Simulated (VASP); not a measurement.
A run of VASP 6.6.1 is set up as follows.

Contents of INCAR:

```
PREC = Accurate
ENCUT = 1340
EDIFF = 1E-6
ISMEAR = -1
SIGMA = 0.05
LREAL = False
LASPH = True
NELM = 120
ALGO = Normal
ISIF = 2
LWAVE = False
LCHARG = True
GGA = PS
LELF = True
LVHAR = True
NBANDS = 28
GGA_COMPAT = False
```

File KPOINTS:

```
Automatic mesh
0
Gamma
  6 6 6
```

File POSCAR:

```
BaZrO3
1.0
    4.1810436780      0.0000000000      0.0000000000
    0.0000000000      4.1810436780      0.0000000000
    0.0000000000      0.0000000000      4.1810436780
Ba Zr O
1 1 3
Direct
    0.0000000000      0.0000000000      0.0000000000
    0.5000000000      0.5000000000      0.5000000000
    0.5000000000      0.5000000000      0.0000000000
    0.5000000000      0.0000000000      0.5000000000
    0.0000000000      0.5000000000      0.5000000000
```

Potentials or basis: VASP PAW PBE potentials, release 64 (Ba_sv, Zr_sv, O_h).

The run is started by

```bash
$ cat potpaw_PBE.64/Ba_sv/POTCAR potpaw_PBE.64/Zr_sv/POTCAR potpaw_PBE.64/O_h/POTCAR > POTCAR
$ mpirun -np 1 vasp_std > vasp.out
```

**Question.** What does it give for the pressure?

**Answer.** 1.0 GPa.

**Question.** Estimate the band gap on the k mesh.

**Answer.** 3.13 eV (least direct gap 3.34 eV).

Caveat: the PAW data sets were made with another functional, which shifts forces and pressure a little; spin-orbit coupling is left out, which moves the levels of the heavy elements. A k mesh can miss the band edges.
